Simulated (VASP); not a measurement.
Here is a VASP 6.6.1 calculation.

INCAR

```
SYSTEM = AlNi3
PREC = Accurate ; ENCUT = 600
EDIFF = 1E-7 ; ISMEAR = -1
SIGMA = 0.05 ; LREAL = .FALSE.
LASPH = .TRUE. ; NELM = 150
ALGO = Fast ; ISIF = 3
LWAVE = .FALSE. ; LCHARG = .FALSE.
ISPIN = 2 ; MAGMOM = 1 1 1 0
LORBIT = 11 ; LMAXMIX = 4
GGA = PE ; IVDW = 13
IBRION = 2 ; NSW = 60
EDIFFG = -0.01
```

The input KPOINTS:

```
Automatic mesh
0
G
  8 8 8
  0 0 0
```

Contents of POSCAR:

```
AlNi3
1.0
    3.5230547267      0.0000000000      0.0000000000
    0.0000000000      3.5230547267      0.0000000000
    0.0000000000      0.0000000000      3.5230547267
Ni Al
3 1
Direct
    0.5000000000      0.5000000000      0.0000000000
    0.5000000000      0.0000000000      0.5000000000
    0.0000000000      0.5000000000      0.5000000000
    0.0000000000      0.0000000000      0.0000000000
```

Potentials or basis: VASP PAW PBE potentials, release 64 (Ni, Al).

The run is started by

```sh
$ cat potpaw_PBE.64/Ni/POTCAR potpaw_PBE.64/Al/POTCAR > POTCAR
$ mpirun -np 1 vasp_std > vasp.out
```

Question: Estimate the net moment.

Answer: 0.67 μB per cell.

Question: What does it give for the site moments?

Answer: Ni +0.24; Al -0.01 μB.

Question: What does it give for the relaxed volume?

Answer: 10.98 Å³/atom.

Question: Estimate the dispersion energy per atom.

Answer: -0.464 eV.

Final structure:
```
Ni Al
1.0
     3.52818    0.00000    0.00000
     0.00000    3.52818    0.00000
     0.00000    0.00000    3.52818
Ni Al
3 1
Direct
  0.50000 0.50000 0.00000
  0.50000 0.00000 0.50000
  0.00000 0.50000 0.50000
  0.00000 0.00000 0.00000
```

Caveat: pairwise dispersion overbinds metals, which lowers pressure and volume.
